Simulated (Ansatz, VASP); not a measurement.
# Sb: VASP beside Ansatz

```
CELL_PARAMETERS angstrom
4.04183 0.00000 0.00000
-2.02092 3.50033 0.00000
0.00000 0.00000 27.10000
ATOMIC_POSITIONS crystal
Sb 0.33333 0.66667 0.25858
Sb 0.66667 0.33333 0.31891
```

Alike in both runs: functional PBEsol; k mesh 12 × 12 × 1; occupations gaussian, width 0.03 eV; no spin polarisation.

Ansatz relaxed the structure, and its values are those at the end. VASP's run is a single point on that final structure, the one shown.

```csv
,VASP,Ansatz
version,VASP 6.6.1,Ansatz 0.2.0
potentials or method,"VASP PAW PBE potentials, release 64 (Sb), cutoff 400 eV","scalar-relativistic, plane waves, PAW"
valence electrons in the cell,10,30
```

VASP gave:

```
gap on the k mesh at the Fermi level (eV) : 1.16
least direct gap on the mesh (eV)         : 1.66
rms of the force components (eV/Å)        : 0.069
```

**Question.** What did Ansatz give for the same quantities?

**Answer.** gap on the k mesh at the Fermi level (eV): 1.15; least direct gap on the mesh (eV): 1.68; rms of the force components (eV/Å): 0.000.

VASP's potentials were made for PBE, not for PBEsol, and Ansatz warns of the same on its side. With one functional, cell and mesh, what is left measures potentials, basis and numerics. VASP's potentials hold 10 valence electrons a cell and Ansatz's 30, so a difference there can come from the potentials and not from the codes. Ansatz's warnings: slab cell height set, structure snapped to symmetry.

Spin-orbit coupling is off throughout.
